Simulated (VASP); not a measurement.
# Nb (R-3m) in VASP: further runs

The runs below take Nb through electric field gradients, with PBEsol.

Program: VASP 6.6.1. These are calculated values, not measurements. Logs are shortened: lines on timing, memory, paths and dates and some standing lists are left out, and cuts for length are marked.

## 1. The cell of the first run

The structure is trigonal, space group R-3m (No. 166). The conventional cell has a = 3.036 Å, b = 3.036 Å, c = 7.107 Å, α = 90.00°, β = 90.00°, γ = 120.00°. Within 3.9 Å of Nb (site symmetry -3m) lie 12 Nb at 2.95 to 3.04 Å.

## 2. Electric field gradients, PBEsol (equal xy, yz and zx shear strains of -3 %)

INCAR

```
SYSTEM = Nb
PREC = Accurate
ENCUT = 520
EDIFF = 1E-8
ISMEAR = -1
SIGMA = 0.08
LREAL = .False.
LASPH = .True.
NELM = 100
ALGO = Normal
ISIF = 2
LWAVE = .False.
LCHARG = .False.
GGA = PS
LEFG = .True.
NBANDS = 12
```

KPOINTS

```
Automatic mesh
0
Gamma
  13 13 13
  0 0 0
```

POSCAR

```
Nb
1.0
   -0.0634500000      2.0832750000      2.0832750000
    2.0832750000     -0.0634500000      2.0832750000
    2.0832750000      2.0832750000     -0.0634500000
Nb
1
Direct
    0.0000000000      0.0000000000      0.0000000000
```

Potentials or basis: VASP PAW PBE potentials, release 64 (Nb_sv).

Launch:

```sh
> cat potpaw_PBE.64/Nb_sv/POTCAR > POTCAR
> mpirun -np 1 vasp_std > vasp.out
```

OUTCAR:

```text
SYSTEM = Nb
   PREC = Accurate
   ENCUT = 520
   EDIFF = 1E-8
   ISMEAR = -1
   LREAL = .False.
   LASPH = .True.
   NELM = 100
   ISIF = 2
   GGA = PS

 ion  position               nearest neighbor table
   1  0.000  0.000  0.000-

  LATTYP: Found a trigonal (rhomboedric) cell.
 ALAT       =     2.9468789174
 COS(alpha) =     0.4693254694

  Lattice vectors:

 A1 = (  -0.0634500000,   2.0832750000,   2.0832750000)
 A2 = (   2.0832750000,  -0.0634500000,   2.0832750000)
 A3 = (   2.0832750000,   2.0832750000,  -0.0634500000)

Analysis of symmetry for initial positions (statically):
=====================================================================
 Subroutine PRICEL returns:
 Original cell was already a primitive cell.

 Routine SETGRP: Setting up the symmetry group for a
 trigonal (rhombohedral) supercell.

 Subroutine GETGRP returns: Found 12 space group operations
 (whereof 12 operations were pure point group operations)
 out of a pool of 12 trial point group operations.

The static configuration has the point symmetry D_3d.

Analysis of symmetry for dynamics (positions and initial velocities):
=====================================================================
 Subroutine PRICEL returns:
 Original cell was already a primitive cell.

 Routine SETGRP: Setting up the symmetry group for a
 trigonal (rhombohedral) supercell.

 Subroutine GETGRP returns: Found 12 space group operations
 (whereof 12 operations were pure point group operations)
 out of a pool of 12 trial point group operations.

The dynamic configuration has the point symmetry D_3d.

 Subroutine INISYM returns: Found 12 space group operations
 (whereof 12 operations are pure point group operations),
 and found     1 'primitive' translations

----------------------------------------------------------------------------------------

                                     Primitive cell

  volume of cell :      18.9088

  direct lattice vectors                    reciprocal lattice vectors
    -0.063450000  2.083275000  2.083275000    -0.229311179  0.236514672  0.236514672
     2.083275000 -0.063450000  2.083275000     0.236514672 -0.229311179  0.236514672
     2.083275000  2.083275000 -0.063450000     0.236514672  0.236514672 -0.229311179

  length of vectors
     2.946878917  2.946878917  2.946878917     0.405539143  0.405539143  0.405539143

  position of ions in fractional coordinates (direct lattice)
     0.000000000  0.000000000  0.000000000

  ion indices of the primitive-cell ions
   primitive index   ion index
                 1           1

----------------------------------------------------------------------------------------

 KPOINTS: Automatic mesh

Automatic generation of k-mesh.
 Grid dimensions read from file:
 generate k-points for:   13   13   13

 Generating k-lattice:

  Cartesian coordinates                     Fractional coordinates (reciprocal lattice)
    -0.017639321  0.018193436  0.018193436     0.076923077 -0.000000000 -0.000000000
     0.018193436 -0.017639321  0.018193436    -0.000000000  0.076923077 -0.000000000
     0.018193436  0.018193436 -0.017639321    -0.000000000 -0.000000000  0.076923077

  Length of vectors
     0.031195319  0.031195319  0.031195319

  Shift w.r.t. Gamma in fractional coordinates (k-lattice)
     0.000000000  0.000000000  0.000000000

 Subroutine IBZKPT returns following result:
 ===========================================

 Found    231 irreducible k-points:

 Following reciprocal coordinates:
            Coordinates               Weight
  0.000000  0.000000  0.000000      1.000000
  0.076923  0.000000  0.000000      6.000000
  0.153846 -0.000000 -0.000000      6.000000
  0.230769  0.000000 -0.000000      6.000000
  0.307692 -0.000000 -0.000000      6.000000
  0.384615  0.000000  0.000000      6.000000
[... 16 lines left out ...]
  0.384615  0.153846  0.000000     12.000000
  0.461538  0.153846  0.000000     12.000000
 [... further k-points ...]
   k-points           NKPTS =    231   k-points in BZ     NKDIM =    231   number of bands    NBANDS=     12
   number of dos      NEDOS =    301   number of ions     NIONS =      1
   total plane-waves  NPLWV =  13824
   dimension x,y,z NGX =    24 NGY =   24 NGZ =   24
   dimension x,y,z NGXF=    48 NGYF=   48 NGZF=   48
   ions per type =               1
   NGX,Y,Z   is equivalent  to a cutoff of  13.54, 13.54, 13.54 a.u.
   NGXF,Y,Z  is equivalent  to a cutoff of  27.08, 27.08, 27.08 a.u.
 SYSTEM =  Nb
   PREC   = accura    normal or accurate (medium, high low for compatibility)
   ISTART =      0    job   : 0-new  1-cont  2-samecut
   ICHARG =      2    charge: 1-file 2-atom 10-const
   ISPIN  =      1    spin polarized calculation?
   LNONCOLLINEAR =      F non collinear calculations
   LSORBIT =      F    spin-orbit coupling
   LASPH  =      T    aspherical Exc in radial PAW
   ENCUT  =  520.0 eV  38.22 Ry    6.18 a.u.   5.48  5.48  5.48*2*pi/ulx,y,z
   NELM   =    100;   NELMIN=  2; NELMDL= -5     # of ELM steps
   EDIFF  = 0.1E-07   stopping-criterion for ELM
   LREAL  =      F    real-space projection
   EDIFFG = 0.1E-06   stopping-criterion for IOM
   NSW    =      0    number of steps for IOM
   IBRION =     -1    ionic relax: 0-MD 1-quasi-New 2-CG
   NFREE  =      0    steps in history (QN), initial steepest desc. (CG)
   ISIF   =      2    stress and relaxation
   ISYM   =      2    0-nonsym 1-usesym 2-fastsym
   POTIM  = 0.5000    time-step for ionic-motion
   TEBEG  =    0.0;   TEEND  =   0.0 temperature during run
   PSTRESS=    0.0 pullay stress
   NELECT =      13.0000    total number of electrons
   NUPDOWN=      -1.0000    fix difference up-down
   EMIN   =  10.00;   EMAX   =-10.00  energy-range for DOS
   EFERMI =   0.00;   METHOD = LEGACY
   ISMEAR =    -1;   SIGMA  =   0.08  broadening in eV -4-tet -1-fermi 0-gaus
   EFERMI_NEDOS =   21; number of points for ismear=-14 and -15
   IALGO  =     38    algorithm
   IMIX   =      4    mixing-type and parameters
     AMIX     =   0.40;   BMIX     =  1.00
     AMIX_MAG =   1.60;   BMIX_MAG =  1.00
  volume/ion in A,a.u.               =      18.91       127.60
  Fermi-wavevector in a.u.,A,eV,Ry     =   1.444888  2.730443 28.404917  2.087702
  Thomas-Fermi vector in A             =   2.563132
   LORBIT       =      0    0 simple, 1 ext, 2 COOP (PROOUT), +10 PAW based schemes
   GGA     = PS    functional components
   LHFCALC =     F    Hartree Fock is set to
   AEXX    =    0.0000 exact exchange contribution
   IVDW    =     0    specifies the selected vdW correction
   LEPSILON=     F    determine dielectric tensor
   LRPA    =     F    only Hartree local field effects (RPA)
 non-spin polarized calculation
  energy-cutoff  :      520.00
  volume of cell :       18.91
 maximum number of plane-waves:       525
 NGX is ok and might be reduce to    24
   NGX = 11   NGY = 11   NGZ = 11

 number of electron      12.9999999 magnetization

 Free energy of the ion-electron system (eV)
  ---------------------------------------------------
  ext. energy  EPLUGINS =         0.00000000
  ---------------------------------------------------
  free energy    TOTEN  =       -10.60938935 eV

  energy without entropy =      -10.57444805  energy(sigma->0) =      -10.59191870

 E-fermi :  10.6970     XC(G=0): -12.3785

 val. band max:       10.6948629453   @ k =   0.3846   0.3846   0.3846
 cond. band min:      10.6998890381   @ k =   0.3846   0.3846   0.1538
 fundamental gap:      0.0050260928
 Fermi energy:        10.6969554417

 k-point     1 :       0.0000    0.0000    0.0000
  band No.  band energies     occupation
      1     -43.9615      2.00000
      2     -19.4166      2.00000
      3     -19.4166      2.00000
      4     -19.3036      2.00000
      5       4.4994      2.00000
      6      10.5905      1.58179
      7      10.5905      1.58179
      8      11.3154      0.00088
      9      13.4409      0.00000
     10      13.4409      0.00000
     11      22.5486      0.00000
     12      26.9281      0.00000
[... 331 lines left out ...]
 k-point    24 :       0.4615    0.1538    0.0000
  band No.  band energies     occupation
      1     -43.7729      2.00000
      2     -20.4176      2.00000
      3     -19.6606      2.00000
      4     -19.5458      2.00000
      5       7.5292      2.00000
      6       9.6365      2.00000
      7      10.5828      1.61288
      8      11.7081      0.00001
      9      15.3699      0.00000
     10      15.8585      0.00000
     11      21.2595      0.00000
     12      24.2243      0.00000

 [... further k-points ...]

------------------------ aborting loop because EDIFF is reached ----------------------------------------

  FORCE on cell =-STRESS in cart. coord.  units (eV):
  Direction    XX          YY          ZZ          XY          YZ          ZX
  --------------------------------------------------------------------------------------
  -------------------------------------------------------------------------------------
  Total       -0.8400174     -0.8400174     -0.8400174     -0.1160372     -0.1160372     -0.1160372
  in kB      -71.1760581    -71.1760581    -71.1760581     -9.8320271     -9.8320271     -9.8320271
  external PRESSURE =     -71.1760581 kB  Pullay stress =       0.0000000 kB

 VOLUME and BASIS-vectors are now :
 -----------------------------------------------------------------------------
  energy-cutoff  :      520.00
  volume of cell :       18.91
      direct lattice vectors                 reciprocal lattice vectors
    -0.063450000  2.083275000  2.083275000    -0.229311179  0.236514672  0.236514672
     2.083275000 -0.063450000  2.083275000     0.236514672 -0.229311179  0.236514672
     2.083275000  2.083275000 -0.063450000     0.236514672  0.236514672 -0.229311179

 POSITION                                       TOTAL-FORCE (eV/Angst)
 -----------------------------------------------------------------------------------
      0.00000      0.00000      0.00000         0.000000     -0.000000      0.000000
 -----------------------------------------------------------------------------------
    total drift:                                0.000000      0.000000     -0.000000

  FREE ENERGIE OF THE ION-ELECTRON SYSTEM (eV)
  ---------------------------------------------------
  free  energy   TOTEN  =       -10.6093893531 eV

  energy  without entropy=      -10.5744480530  energy(sigma->0) =      -10.59191870

 Electric field gradients (V/A^2)
---------------------------------------------------------------------
 ion       V_xx      V_yy      V_zz      V_xy      V_xz      V_yz
---------------------------------------------------------------------
   1      -0.000    -0.000     0.000     4.209     4.209     4.209
---------------------------------------------------------------------

 Electric field gradients after diagonalization (V/A^2)
 (convention: |V_zz| > |V_xx| > |V_yy|)
----------------------------------------------------------------------
 ion       V_xx      V_yy      V_zz     asymmetry (V_yy - V_xx)/ V_zz
----------------------------------------------------------------------
   1      -4.209    -4.209     8.417       0.000
----------------------------------------------------------------------

           NMR quadrupolar parameters

 Cq : quadrupolar parameter    Cq=e*Q*V_zz/h
 eta: asymmetry parameters     (V_yy - V_xx)/ V_zz
 Q  : nuclear electric quadrupole moment in mb (millibarn)
----------------------------------------------------------------------
 ion       Cq(MHz)       eta       Q (mb)
----------------------------------------------------------------------
   1       0.020       0.000       1.000
----------------------------------------------------------------------
```

Wall time 19 s (1 thread of Intel Xeon 6975P-C (Granite Rapids), shared host); peak memory 0.17 GiB.

Results:

```yaml
Free_energy: -10.6094 eV
Pressure: -7.1 GPa
```

Stress tensor (GPa, compression positive):
```
-7.12 -0.98 -0.98
-0.98 -7.12 -0.98
-0.98 -0.98 -7.12
```

Electric field gradients, principal values (V/Å²):
```csv
atom,least,middle,greatest (by size)
1 Nb,-4.209,-4.209,8.417
```

Caveat: the cell differs from its parent crystal (equal xy, yz and zx shear strains of -3 %); without QUAD_EFG the Cq values of the log hold for a quadrupole moment of 1 mb, not for the nuclei; the PAW data sets were made with another functional, which shifts forces and pressure a little.

## 3. Electric field gradients, PBEsol (equal xy, yz and zx shear strains of -1 %)

INCAR

```
ALGO     = Normal         # electronic algorithm
EDIFF    = 1E-8           # SCF threshold, eV
ENCUT    = 520            # plane-wave cutoff, eV
GGA      = PS             # functional
ISIF     = 2              # what is computed and relaxed
ISMEAR   = -1             # smearing method
LASPH    = True           # aspherical terms in the spheres
LCHARG   = False          # write CHGCAR
LEFG     = True         
LREAL    = False          # projectors in reciprocal space
LWAVE    = False          # write WAVECAR
NBANDS   = 12             # bands
NELM     = 100            # most SCF steps
PREC     = Accurate       # precision mode
SIGMA    = 0.08           # smearing width, eV
```

KPOINTS

```
k-points
0
Gamma
  13 13 13
```

POSCAR

```
Nb
1.0
   -0.0211500000      2.1044250000      2.1044250000
    2.1044250000     -0.0211500000      2.1044250000
    2.1044250000      2.1044250000     -0.0211500000
Nb
1
Direct
    0.0000000000      0.0000000000      0.0000000000
```

Potentials or basis: VASP PAW PBE potentials, release 64 (Nb_sv).

Launch:

```sh
> cat potpaw_PBE.64/Nb_sv/POTCAR > POTCAR
> mpirun -np 1 vasp_std > vasp.out
```

OUTCAR:

```text
EDIFF = 1E-8
   ENCUT = 520
   GGA = PS
   ISIF = 2
   ISMEAR = -1
   LASPH = True
   LREAL = False
   NELM = 100
   PREC = Accurate

 ion  position               nearest neighbor table
   1  0.000  0.000  0.000-

  LATTYP: Found a trigonal (rhomboedric) cell.
 ALAT       =     2.9761815274
 COS(alpha) =     0.4899250057

  Lattice vectors:

 A1 = (  -0.0211500000,   2.1044250000,   2.1044250000)
 A2 = (   2.1044250000,  -0.0211500000,   2.1044250000)
 A3 = (   2.1044250000,   2.1044250000,  -0.0211500000)

Analysis of symmetry for initial positions (statically):
=====================================================================
 Subroutine PRICEL returns:
 Original cell was already a primitive cell.

 Routine SETGRP: Setting up the symmetry group for a
 trigonal (rhombohedral) supercell.

 Subroutine GETGRP returns: Found 12 space group operations
[... 540 lines left out ...]
  external PRESSURE =     -69.3409587 kB  Pullay stress =       0.0000000 kB

 VOLUME and BASIS-vectors are now :
 -----------------------------------------------------------------------------
  energy-cutoff  :      520.00
  volume of cell :       18.92
      direct lattice vectors                 reciprocal lattice vectors
    -0.021150000  2.104425000  2.104425000    -0.234042434  0.236418500  0.236418500
     2.104425000 -0.021150000  2.104425000     0.236418500 -0.234042434  0.236418500
     2.104425000  2.104425000 -0.021150000     0.236418500  0.236418500 -0.234042434

 POSITION                                       TOTAL-FORCE (eV/Angst)
 -----------------------------------------------------------------------------------
      0.00000      0.00000      0.00000        -0.000000      0.000000     -0.000000
 -----------------------------------------------------------------------------------
    total drift:                               -0.000000      0.000000     -0.000000

  FREE ENERGIE OF THE ION-ELECTRON SYSTEM (eV)
  ---------------------------------------------------
  free  energy   TOTEN  =       -10.6039390651 eV

  energy  without entropy=      -10.5707642379  energy(sigma->0) =      -10.58735165

 Electric field gradients (V/A^2)
---------------------------------------------------------------------
 ion       V_xx      V_yy      V_zz      V_xy      V_xz      V_yz
---------------------------------------------------------------------
   1       0.000    -0.000     0.000     1.145     1.145     1.145
---------------------------------------------------------------------

 Electric field gradients after diagonalization (V/A^2)
 (convention: |V_zz| > |V_xx| > |V_yy|)
----------------------------------------------------------------------
 ion       V_xx      V_yy      V_zz     asymmetry (V_yy - V_xx)/ V_zz
----------------------------------------------------------------------
   1      -1.145    -1.145     2.290       0.000
----------------------------------------------------------------------

           NMR quadrupolar parameters

 Cq : quadrupolar parameter    Cq=e*Q*V_zz/h
 eta: asymmetry parameters     (V_yy - V_xx)/ V_zz
 Q  : nuclear electric quadrupole moment in mb (millibarn)
----------------------------------------------------------------------
 ion       Cq(MHz)       eta       Q (mb)
----------------------------------------------------------------------
   1       0.006       0.000       1.000
----------------------------------------------------------------------
```

It took 18 s on 1 thread of Intel Xeon 6975P-C (Granite Rapids), shared host; peak memory 0.17 GiB.

What came out:

```
Free energy : -10.6039 eV
Pressure    : -6.9 GPa
```

Electric field gradients, principal values (V/Å²):
| atom | least | middle | greatest (by size) |
| --- | --- | --- | --- |
| 1 Nb | -1.145 | -1.145 | 2.290 |

Caveat: the cell differs from its parent crystal (equal xy, yz and zx shear strains of -1 %); without QUAD_EFG the Cq values of the log hold for a quadrupole moment of 1 mb, not for the nuclei; the PAW data sets were made with another functional, which shifts forces and pressure a little.

(Continued in part 2 of 2.)
